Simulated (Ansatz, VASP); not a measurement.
Two plane-wave programs on GdO

Contents of INCAR:

```
SYSTEM = GdO
PREC = Accurate ; ENCUT = 520
EDIFF = 1E-6 ; ISMEAR = 0
SIGMA = 0.05 ; LREAL = .False.
LASPH = .True. ; NELM = 150
ALGO = Normal ; ISIF = 2
LWAVE = .False. ; LCHARG = .False.
ISPIN = 2 ; MAGMOM = 7.92 -0.03
LORBIT = 11 ; LMAXMIX = 6
LDAU = .True. ; LDAUTYPE = 2
LDAUL = 3 -1 ; LDAUU = 6 0
LDAUJ = 0 0 ; LDAUPRINT = 1
GGA = PE ; NBANDS = 23
```

The input KPOINTS:

```
Automatic mesh
0
Gamma
  10 10 10
  0 0 0
```

POSCAR

```
GdO
1.0
    3.0526038079      0.0000000000      0.0000000000
    0.0000000000      3.0526038079      0.0000000000
    0.0000000000      0.0000000000      3.0526038079
Gd O
1 1
Direct
    0.0000000000      0.0000000000      0.0000000000
    0.5000000000      0.5000000000      0.5000000000
```

Input for Ansatz:

```yaml
crystal:
  lattice:
    - [3.0526038079, 0.0, 0.0]
    - [0.0, 3.0526038079, 0.0]
    - [0.0, 0.0, 3.0526038079]
  atoms:
    - { symbol: Gd, position: [0.0, 0.0, 0.0], spin: 7.9 }
    - { symbol: O, position: [0.5, 0.5, 0.5] }
basis:
  ecutwfc: 420
  ecutrho_ratio: 4
kpoints:
  mp_grid: { grid: [10, 10, 10] }
hamiltonian:
  xc: pbe
  hubbard:
    sites:
      - { species: Gd, l: f, u_eff: 6.0, starting_ns: start.occupation_matrices }
    ns_hold: { iters: 6 }
scf:
  occupations: { method: gaussian, width: 0.05 }
  lower_state_search: "off"
output:
  forces: true
  stress: true
  eigenvalues: true
  populations: true
  hubbard: { sites: [{ species: Gd, l: f }] }
magnetization:
  spin_polarized: true
```

Alike in both runs: task single point; functional PBE; k mesh 10 × 10 × 10; occupations gaussian, width 0.05 eV; collinear spin; Hubbard terms Gd f U = 6.0 eV.

|  | VASP | Ansatz |
| --- | --- | --- |
| version | VASP 6.6.1 | Ansatz 0.2.0 |
| potentials or method | VASP PAW PBE potentials, release 64 (Gd, O), cutoff 520 eV | scalar-relativistic, plane waves, PAW |
| valence electrons in the cell | 24 | 24 |

Ansatz gave:

| Property | Result |
| --- | --- |
| gap on the k mesh at the Fermi level (eV) | none |
| pressure (GPa) | -2.5 |
| net moment per atom (μB) | 3.76 |
| size of the moment on the site where the two differ most (μB) | 7.20 |

**Question.** Which values does VASP return?

**Answer.** gap on the k mesh at the Fermi level (eV): none; pressure (GPa): -2.6; net moment per atom (μB): 3.77; size of the moment on the site where the two differ most (μB): 7.13.

Site moments also hang on the region over which each program counts them. The programs project onto different local orbitals, so the same U acts differently, and such runs can settle in different states. A gap of «none» marks a metal or a gap that the smearing closes. Ansatz's warnings: filled band counts differ across k points.

Spin-orbit coupling is off throughout.
